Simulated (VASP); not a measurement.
Input of a VASP 6.6.1 run:

The input POSCAR:

```
N
1.0
    1.8491949012      0.0000000000      0.0000000000
    0.0000000000      1.8491949012      0.0000000000
    0.0000000000      0.0000000000      1.8491949012
N
1
Direct
    0.0000000000      0.0000000000      0.0000000000
```

File INCAR.step1:

```
PREC = Accurate
ENCUT = 600
ISMEAR = 0
SIGMA = 0.1
LREAL = F
LASPH = T
NELM = 60
GGA = PE
ALGO = Normal
EDIFF = 1E-4
LWAVE = T
LCHARG = F
```

The input INCAR.step2:

```
PREC = Accurate
ENCUT = 600
EDIFF = 1E-7
ISMEAR = 0
SIGMA = 0.1
LREAL = F
LASPH = T
NELM = 60
ALGO = Normal
ISIF = 3
LWAVE = F
LCHARG = F
METAGGA = R2SCAN
LMIXTAU = T
IBRION = 2
NSW = 80
EDIFFG = -0.01
ISTART = 1
```

KPOINTS

```
Automatic mesh
0
Gamma
  22 22 22
```

Potentials or basis: VASP PAW PBE potentials, release 64 (N).

Launch:

```sh
$ cat potpaw_PBE.64/N/POTCAR > POTCAR
$ cp INCAR.step1 INCAR
$ mpirun -np 1 vasp_std > vasp.out
$ cp INCAR.step2 INCAR
$ mpirun -np 1 vasp_std > vasp.out
```

(1) Predict the space group after relaxing (to 0.1 Å).

(2) Estimate the relaxed volume.

## Answers

(1) Pm-3m (No. 221).

(2) 6.38 Å³/atom.

Caveat: the PAW data sets were made with another functional, which shifts forces and pressure a little.
